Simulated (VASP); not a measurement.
# MnS (P6_3mc) in VASP: further runs

MnS is run at these levels: PBE+U; tasks: single point.

Program: VASP 6.6.1. These are calculated values, not measurements. Logs are shortened: lines on timing, memory, paths and dates and some standing lists are left out, and cuts for length are marked.

## 1. The cell of the first run

Symmetry: P6_3mc, No. 186, hexagonal system. Conventional cell: a = 3.976 Å, b = 3.976 Å, c = 6.432 Å, α = 90.00°, β = 90.00°, γ = 120.00°. Within 3.2 Å of Mn (site symmetry 3m) lie 4 S at 2.41 to 2.48 Å. S (site symmetry 3m) has 4 Mn at 2.41 to 2.48 Å within 3.2 Å.

## 2. Single point, PBE+U, collinear spin, ferromagnetic start

INCAR reads:

```
PREC = Accurate
ENCUT = 600
EDIFF = 1E-6
ISMEAR = 0
SIGMA = 0.05
LREAL = F
LASPH = T
NELM = 200
ALGO = Normal
ISIF = 2
LWAVE = F
LCHARG = F
ISPIN = 2
MAGMOM = 1.25 1.25 0 0
LORBIT = 11
NUPDOWN = 2.5
LMAXMIX = 4
LDAU = T
LDAUTYPE = 2
LDAUL = 2 -1
LDAUU = 5 0
LDAUJ = 0 0
LDAUPRINT = 1
GGA = PE
NBANDS = 33
GGA_COMPAT = F
```

KPOINTS reads:

```
regular mesh
0
Gamma
  6 6 3
```

POSCAR reads:

```
MnS
1.0
    3.9760016100      0.0000000000      0.0000000000
   -1.9880008000      3.4433184000      0.0000000000
    0.0000000000      0.0000000000      6.4320005000
Mn S
2 2
Direct
    0.3333333333      0.6666666667      0.0000000000
    0.6666666667      0.3333333333      0.5000000000
    0.3333333333      0.6666666667      0.3850000000
    0.6666666667      0.3333333333      0.8850000000
```

Potentials or basis: VASP PAW PBE potentials, release 64 (Mn_sv, S).

On the command line:

```bash
> cat potpaw_PBE.64/Mn_sv/POTCAR potpaw_PBE.64/S/POTCAR > POTCAR
> mpirun -np 1 vasp_std > vasp.out
```

OUTCAR:

```text
PREC = Accurate
   ENCUT = 600
   EDIFF = 1E-6
   ISMEAR = 0
   LREAL = F
   LASPH = T
   NELM = 200
   ISIF = 2
   ISPIN = 2
   LORBIT = 11
   NUPDOWN = 2.5
   GGA = PE

 ion  position               nearest neighbor table
   1  0.333  0.667  0.000-   4 2.41   4 2.41   4 2.41   3 2.48
   2  0.667  0.333  0.500-   3 2.41   3 2.41   3 2.41   4 2.48
   3  0.333  0.667  0.385-   2 2.41   2 2.41   2 2.41   1 2.48
   4  0.667  0.333  0.885-   1 2.41   1 2.41   1 2.41   2 2.48

  LATTYP: Found a hexagonal cell.
 ALAT       =     3.9760016100
 C/A-ratio  =     1.6177057081

  Lattice vectors:

 A1 = (   3.9760016100,   0.0000000000,   0.0000000000)
 A2 = (  -1.9880008000,   3.4433184000,   0.0000000000)
 A3 = (   0.0000000000,   0.0000000000,   6.4320005000)

Analysis of symmetry for initial positions (statically):
=====================================================================
 Subroutine PRICEL returns:
 Original cell was already a primitive cell.

 Routine SETGRP: Setting up the symmetry group for a
 hexagonal supercell.

 Subroutine GETGRP returns: Found 12 space group operations
 (whereof  6 operations were pure point group operations)
 out of a pool of 24 trial point group operations.

The static configuration has the point symmetry C_3v.
 The point group associated with its full space group is C_6v.

Analysis of symmetry for dynamics (positions and initial velocities):
=====================================================================
 Subroutine PRICEL returns:
 Original cell was already a primitive cell.

 Routine SETGRP: Setting up the symmetry group for a
 hexagonal supercell.

 Subroutine GETGRP returns: Found 12 space group operations
 (whereof  6 operations were pure point group operations)
 out of a pool of 24 trial point group operations.

The dynamic configuration has the point symmetry C_3v.
 The point group associated with its full space group is C_6v.

Analysis of structural, dynamic, and magnetic symmetry:
=====================================================================
 Subroutine PRICEL returns:
 Original cell was already a primitive cell.

 Routine SETGRP: Setting up the symmetry group for a
 hexagonal supercell.

 Subroutine GETGRP returns: Found 12 space group operations
 (whereof  6 operations were pure point group operations)
 out of a pool of 24 trial point group operations.

The overall configuration has the point symmetry C_3v.
 The point group associated with its full space group is C_6v.

 Subroutine INISYM returns: Found 12 space group operations
 (whereof  6 operations are pure point group operations),
 and found     1 'primitive' translations

----------------------------------------------------------------------------------------

                                     Primitive cell

  volume of cell :      88.0582

  direct lattice vectors                    reciprocal lattice vectors
     3.976001610  0.000000000  0.000000000     0.251508952  0.145208761  0.000000000
    -1.988000800  3.443318400  0.000000000     0.000000000  0.290417523  0.000000000
     0.000000000  0.000000000  6.432000500     0.000000000  0.000000000  0.155472625

  length of vectors
     3.976001610  3.976001608  6.432000500     0.290417523  0.290417523  0.155472625

  position of ions in fractional coordinates (direct lattice)
     0.333333333  0.666666667  0.000000000
     0.666666667  0.333333333  0.500000000
[... 138 lines left out ...]
  o =  0.1044  v =  0.4552 -0.5362  0.0000  0.5639 -0.4328  0.0000  0.0000  0.0000  0.0000  0.0000      0.0000  0.0000  0.0000  0.0000  0.0000  0.0000  0.0000  0.0000  0.0000  0.0000
  o =  0.1044  v =  0.4328  0.5639  0.0000  0.5362  0.4552  0.0000  0.0000  0.0000  0.0000  0.0000      0.0000  0.0000  0.0000  0.0000  0.0000  0.0000  0.0000  0.0000  0.0000  0.0000
  o =  0.8615  v =  0.0000  0.0000  0.0000  0.0000  0.0000 -0.4310  0.5540  0.0000 -0.5826  0.4098      0.0000  0.0000  0.0000  0.0000  0.0000  0.0000  0.0000  0.0000  0.0000  0.0000
  o =  0.8615  v =  0.0000  0.0000  0.0000  0.0000  0.0000  0.4098  0.5826 -0.0000  0.5540  0.4310      0.0000  0.0000  0.0000  0.0000  0.0000  0.0000  0.0000  0.0000  0.0000  0.0000
  o =  0.8995  v =  0.5639  0.4328  0.0000 -0.4552 -0.5362  0.0000  0.0000  0.0000  0.0000  0.0000      0.0000  0.0000  0.0000  0.0000  0.0000  0.0000  0.0000  0.0000  0.0000  0.0000
  o =  0.8995  v =  0.5362 -0.4552  0.0000 -0.4328  0.5639  0.0000  0.0000  0.0000  0.0000  0.0000      0.0000  0.0000  0.0000  0.0000  0.0000  0.0000  0.0000  0.0000  0.0000  0.0000
  o =  0.9033  v = -0.0000 -0.0000  1.0000  0.0000  0.0000  0.0000  0.0000  0.0000  0.0000  0.0000      0.0000  0.0000  0.0000  0.0000  0.0000  0.0000  0.0000  0.0000  0.0000  0.0000

atom =   2  type =  1  l = 2

 onsite density matrix

spin component  1

  0.5858 -0.0000 -0.0000  0.3886 -0.0000
 -0.0000  0.4181  0.0000  0.0000  0.3886
 -0.0000  0.0000  0.9033 -0.0000  0.0000
  0.3886  0.0000 -0.0000  0.4181  0.0000
 -0.0000  0.3886  0.0000  0.0000  0.5858

spin component  2

  0.3217  0.0000 -0.0000 -0.3993 -0.0000
  0.0000  0.5662 -0.0000  0.0000 -0.3993
 -0.0000 -0.0000  0.0504  0.0000  0.0000
 -0.3993  0.0000  0.0000  0.5662 -0.0000
 -0.0000 -0.3993  0.0000 -0.0000  0.3217

 occupancies and eigenvectors

  o =  0.0264  v =  0.0000  0.0000  0.0000  0.0000  0.0000  0.5826 -0.4098  0.0000  0.4310 -0.5540      0.0000  0.0000  0.0000  0.0000  0.0000  0.0000  0.0000  0.0000  0.0000  0.0000
  o =  0.0264  v =  0.0000  0.0000  0.0000  0.0000  0.0000 -0.5540 -0.4310 -0.0000 -0.4098 -0.5826      0.0000  0.0000  0.0000  0.0000  0.0000  0.0000  0.0000  0.0000  0.0000  0.0000
  o =  0.0504  v =  0.0000  0.0000  0.0000  0.0000  0.0000  0.0000 -0.0000 -1.0000  0.0000 -0.0000      0.0000  0.0000  0.0000  0.0000  0.0000  0.0000  0.0000  0.0000  0.0000  0.0000
  o =  0.1044  v = -0.4552 -0.5362 -0.0000  0.5639  0.4328  0.0000  0.0000  0.0000  0.0000  0.0000      0.0000  0.0000  0.0000  0.0000  0.0000  0.0000  0.0000  0.0000  0.0000  0.0000
  o =  0.1044  v =  0.4328 -0.5639  0.0000 -0.5362  0.4552  0.0000  0.0000  0.0000  0.0000  0.0000      0.0000  0.0000  0.0000  0.0000  0.0000  0.0000  0.0000  0.0000  0.0000  0.0000
  o =  0.8615  v =  0.0000  0.0000  0.0000  0.0000  0.0000 -0.4310 -0.5540  0.0000  0.5826  0.4098      0.0000  0.0000  0.0000  0.0000  0.0000  0.0000  0.0000  0.0000  0.0000  0.0000
  o =  0.8615  v =  0.0000  0.0000  0.0000  0.0000  0.0000  0.4098 -0.5826 -0.0000 -0.5540  0.4310      0.0000  0.0000  0.0000  0.0000  0.0000  0.0000  0.0000  0.0000  0.0000  0.0000
  o =  0.8995  v = -0.5639  0.4328 -0.0000 -0.4552  0.5362  0.0000  0.0000  0.0000  0.0000  0.0000      0.0000  0.0000  0.0000  0.0000  0.0000  0.0000  0.0000  0.0000  0.0000  0.0000
  o =  0.8995  v =  0.5362  0.4552  0.0000  0.4328  0.5639  0.0000  0.0000  0.0000  0.0000  0.0000      0.0000  0.0000  0.0000  0.0000  0.0000  0.0000  0.0000  0.0000  0.0000  0.0000
  o =  0.9033  v = -0.0000  0.0000  1.0000 -0.0000  0.0000  0.0000  0.0000  0.0000  0.0000  0.0000      0.0000  0.0000  0.0000  0.0000  0.0000  0.0000  0.0000  0.0000  0.0000  0.0000

 number of electron      42.0000022 magnetization       2.5000016

 Free energy of the ion-electron system (eV)
  ---------------------------------------------------
  ext. energy  EPLUGINS =         0.00000000
  ---------------------------------------------------
  free energy    TOTEN  =       -19.57988326 eV

  energy without entropy =      -19.57476980  energy(sigma->0) =      -19.57732653

 E-fermi :   4.5022     XC(G=0):  -9.3561

 val. band max:        5.9908320865   @ k =   0.3333   0.3333   0.0000
 cond. band min:       4.5217096340   @ k =   0.1667   0.0000   0.3333
 fundamental gap:     -1.4691224525
 Fermi energy:         6.0453323890

 spin component 1

 k-point     1 :       0.0000    0.0000    0.0000
  band No.  band energies     occupation
      1     -75.0003      1.00000
      2     -75.0002      1.00000
      3     -43.7968      1.00000
      4     -43.7968      1.00000
      5     -43.7962      1.00000
      6     -43.7962      1.00000
[... 493 lines left out ...]
     32      12.1935      0.00000
     33      14.0490      0.00000
 Fermi energy:         4.5022437485

 spin component 2

 k-point     1 :       0.0000    0.0000    0.0000
  band No.  band energies     occupation
      1     -73.7785      1.00000
      2     -73.7783      1.00000
      3     -42.6588      1.00000
      4     -42.6588      1.00000
      5     -42.6582      1.00000
      6     -42.6582      1.00000
[... 493 lines left out ...]
     32      12.4678      0.00000
     33      14.4942      0.00000

------------------------ aborting loop because EDIFF is reached ----------------------------------------

  FORCE on cell =-STRESS in cart. coord.  units (eV):
  Direction    XX          YY          ZZ          XY          YZ          ZX
  --------------------------------------------------------------------------------------
  -------------------------------------------------------------------------------------
  Total       -0.9956524     -0.9956524     -0.5268821     -0.0000000      0.0000000      0.0000000
  in kB      -18.1154250    -18.1154250     -9.5863708     -0.0000000      0.0000000      0.0000000
  external PRESSURE =     -15.2724069 kB  Pullay stress =       0.0000000 kB

 VOLUME and BASIS-vectors are now :
 -----------------------------------------------------------------------------
  energy-cutoff  :      600.00
  volume of cell :       88.06
      direct lattice vectors                 reciprocal lattice vectors
     3.976001610  0.000000000  0.000000000     0.251508952  0.145208761  0.000000000
    -1.988000800  3.443318400  0.000000000     0.000000000  0.290417523  0.000000000
     0.000000000  0.000000000  6.432000500     0.000000000  0.000000000  0.155472625

 POSITION                                       TOTAL-FORCE (eV/Angst)
 -----------------------------------------------------------------------------------
      0.00000      2.29555      0.00000        -0.000000      0.000000      0.158433
      1.98800      1.14777      3.21600         0.000000      0.000000      0.158433
      0.00000      2.29555      2.47632         0.000000     -0.000000     -0.158433
      1.98800      1.14777      5.69232        -0.000000      0.000000     -0.158433
 -----------------------------------------------------------------------------------
    total drift:                               -0.000001      0.000000     -0.000808

  FREE ENERGIE OF THE ION-ELECTRON SYSTEM (eV)
  ---------------------------------------------------
  free  energy   TOTEN  =       -19.5798832599 eV

  energy  without entropy=      -19.5747697994  energy(sigma->0) =      -19.57732653

 total charge

# of ion       s       p       d       tot
------------------------------------------
    1        2.148   6.018   4.713  12.879
    2        2.148   6.018   4.713  12.879
    3        1.314   2.444   0.000   3.759
    4        1.314   2.444   0.000   3.759
--------------------------------------------------
tot          6.925  16.925   9.425  33.275

 magnetization (x)

# of ion       s       p       d       tot
------------------------------------------
    1        0.009   0.005   1.080   1.094
    2        0.009   0.005   1.080   1.094
    3       -0.002   0.029   0.000   0.027
    4       -0.002   0.029   0.000   0.027
--------------------------------------------------
tot          0.013   0.068   2.161   2.241
```

It took 7.3 min on 1 thread of AMD EPYC, shared host; peak memory 0.26 GiB.

Results:

```yaml
Free_energy: -19.5799 eV
Pressure: -1.5 GPa
Largest_force: 0.158 eV/Å
Net_moment: 2.50 μB per cell
Site_moments: Mn +1.09; S +0.03 μB
Valence_electrons_inside_the_program's_atomic_spheres: Mn 12.88; S 3.76
```

Forces on the atoms (eV/Å):
```
Mn   0.000  0.000  0.158
Mn   0.000  0.000  0.158
S    0.000  0.000 -0.158
S    0.000  0.000 -0.158
```

Stress tensor (GPa, compression positive):
```
-1.81  0.00  0.00
 0.00 -1.81  0.00
 0.00  0.00 -0.96
```

Eigenvalues of the final occupation matrices:
```
    site  spin  trace               eigenvalues
site 1 d     1   2.91  0.10 0.10 0.90 0.90 0.90
site 1 d     2   1.83  0.03 0.03 0.05 0.86 0.86
site 2 d     1   2.91  0.10 0.10 0.90 0.90 0.90
site 2 d     2   1.83  0.03 0.03 0.05 0.86 0.86
```

Caveat: the total moment is fixed, so each spin has its own Fermi level; only a ferromagnetic start was run, and an antiferromagnetic order may lie lower in energy.

(Part 1 of 2 ends here.)
